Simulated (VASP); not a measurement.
**TePb: relaxation of shape and atoms at fixed volume with PBE**

The system is TePb.

```
Pb Te
1.0
     5.42279    0.00000    0.00000
    -2.71139    4.69627    0.00000
     0.00000    0.00000    6.47395
Pb Te
2 2
Direct
  0.33333 0.66667 0.94160
  0.66667 0.33333 0.44160
  0.33333 0.66667 0.43440
  0.66667 0.33333 0.93440
```

| Quantity | Value |
| --- | --- |
| Program | VASP 6.6.1 |
| Task | relaxation of shape and atoms at fixed volume |
| Functional | PBE |
| Potentials or basis | VASP PAW PBE potentials, release 64 (Pb_d, Te) |
| Cutoff | 600 eV |
| k mesh | 8 × 8 × 5 |
| Occupations | fermi-dirac, width 0.1 eV |
| Spin | no spin polarisation |
| Dipole correction | no |
| Further INCAR settings | ALGO = Normal; EDIFF = 1e-06; IBRION = 2; EDIFFG = -0.005; NSW = 50; ISIF = 4 |

```json
{
  "Energy gained by relaxing": "0.3 meV/atom",
  "Ionic steps": "6",
  "Pressure after relaxing": "2.1 GPa",
  "Band gap on the k mesh": "1.28 eV (least direct gap 1.57 eV)"
}
```

Forces in eV/Å, atoms in the order of the input:
```
Pb   0.000  0.000 -0.002
Pb   0.000  0.000 -0.002
Te   0.000  0.000  0.002
Te   0.000  0.000  0.002
```

Step by step:
| step | energy change (eV) | largest force (eV/Å) | pressure (GPa) | volume (Å³) |
| --- | --- | --- | --- | --- |
| 1 | 0.0000 | 0.0297 | 2.14 | 164.87 |
| 2 | -0.0003 | 0.0251 | 2.12 | 164.87 |
| 3 | -0.0003 | 0.0241 | 2.12 | 164.87 |
| 4 | -0.0005 | 0.0217 | 2.11 | 164.87 |
| 5 | -0.0009 | 0.0151 | 2.11 | 164.87 |
| 6 | -0.0014 | 0.0022 | 2.09 | 164.87 |

Final structure:
```yaml
crystal:
  lattice:
    - [5.41967, 0.00000, 0.00000]
    - [-2.70983, 4.69357, 0.00000]
    - [0.00000, 0.00000, 6.48140]
  atoms:
    - { symbol: Pb, position: [0.33333, 0.66667, 0.93837] }
    - { symbol: Pb, position: [0.66667, 0.33333, 0.43837] }
    - { symbol: Te, position: [0.33333, 0.66667, 0.43763] }
    - { symbol: Te, position: [0.66667, 0.33333, 0.93763] }
```

Levels at points of the mesh, in eV from the valence-band top:
| k point | band 17 | band 18 | band 19 | band 20 | band 21 | band 22 | band 23 | band 24 |
| --- | --- | --- | --- | --- | --- | --- | --- | --- |
| (0.00, 0.00, 0.00) | -2.72 | -1.37 | -1.35 | -1.35 | 1.35 | 1.35 | 3.01 | 3.01 |
| (0.50, 0.00, 0.00) | -2.52 | -1.95 | -1.80 | -0.31 | 2.51 | 3.61 | 3.71 | 4.17 |

Run time: 11 min on 1 thread of Oxide Virtual Turin-like Processor, on a shared host, peak memory 0.41 GiB.

Caveat: spin-orbit coupling is left out, which moves the levels of the heavy elements. A k mesh can miss the band edges.
